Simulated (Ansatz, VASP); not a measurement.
## One calculation of AlN, two programs

Contents of INCAR:

```
PREC     = Accurate       # precision mode
ENCUT    = 520            # plane-wave cutoff, eV
EDIFF    = 1E-6           # SCF threshold, eV
ISMEAR   = -1             # smearing method
SIGMA    = 0.02           # smearing width, eV
LREAL    = F              # projectors in reciprocal space
LASPH    = T              # aspherical terms in the spheres
NELM     = 100            # most SCF steps
ALGO     = Normal         # electronic algorithm
ISIF     = 2              # what is computed and relaxed
LWAVE    = F              # write WAVECAR
LCHARG   = F              # write CHGCAR
GGA      = PE             # functional
NBANDS   = 11             # bands
```

The input KPOINTS:

```
Automatic mesh
0
Gamma
  10 10 10
```

POSCAR

```
AlN
1.0
    0.0000000000      2.1848764128      2.2176495589
    2.1848764128      0.0000000000      2.2176495589
    2.1848764128      2.1848764128      0.0000000000
Al N
1 1
Direct
    0.0000000000      0.0000000000      0.0000000000
    0.2500000000      0.2500000000      0.2500000000
```

Input for Ansatz:

```yaml
crystal:
  lattice:
    - [0.0, 2.1848764128, 2.2176495589]
    - [2.1848764128, 0.0, 2.2176495589]
    - [2.1848764128, 2.1848764128, 0.0]
  atoms:
    - { symbol: Al, position: [0.0, 0.0, 0.0] }
    - { symbol: "N", position: [0.25, 0.25, 0.25] }
kpoints:
  mp_grid: { grid: [10, 10, 10] }
  band_path:
    path:
      - [0.0, 0.0, 0.0]
      - [-0.5, -0.5, 0.0]
      - [-0.375, -0.375, 0.25]
      - [-0.375, 0.0, 0.375]
      - [0.0, 0.0, 0.5]
      - [-0.5, -0.25, 0.25]
    npoints: 1
hamiltonian:
  xc: pbe
scf:
  occupations: { method: fermi_dirac, width: 0.02 }
  n_extra_bands: 4
output:
  forces: true
  stress: true
  eigenvalues: true
```

Change from the starting cell: uniaxial_z strain +1.5%.

Alike in both runs: task single point; functional PBE; k mesh 10 × 10 × 10; occupations fermi-dirac, width 0.02 eV; no spin polarisation.

```csv
,VASP,Ansatz
version,VASP 6.6.1,Ansatz 0.2.0
potentials or method,"VASP PAW PBE potentials, release 64 (Al, N)","plane waves, PAW"
plane-wave cutoff (eV),520,420
valence electrons in the cell,8,8
```

|  | VASP | Ansatz | Ansatz less VASP |
| --- | --- | --- | --- |
| gap on the k mesh at the Fermi level (eV) | 3.27 | 3.27 | +0.008 |
| pressure (GPa) | 1.3 | 1.5 | +0.29 |
| traceless stress, the component that is largest in VASP (GPa) | -1.38 | -1.37 | +0.009 |

The functional is the same, so the differences come from potentials, cutoffs and numerics.
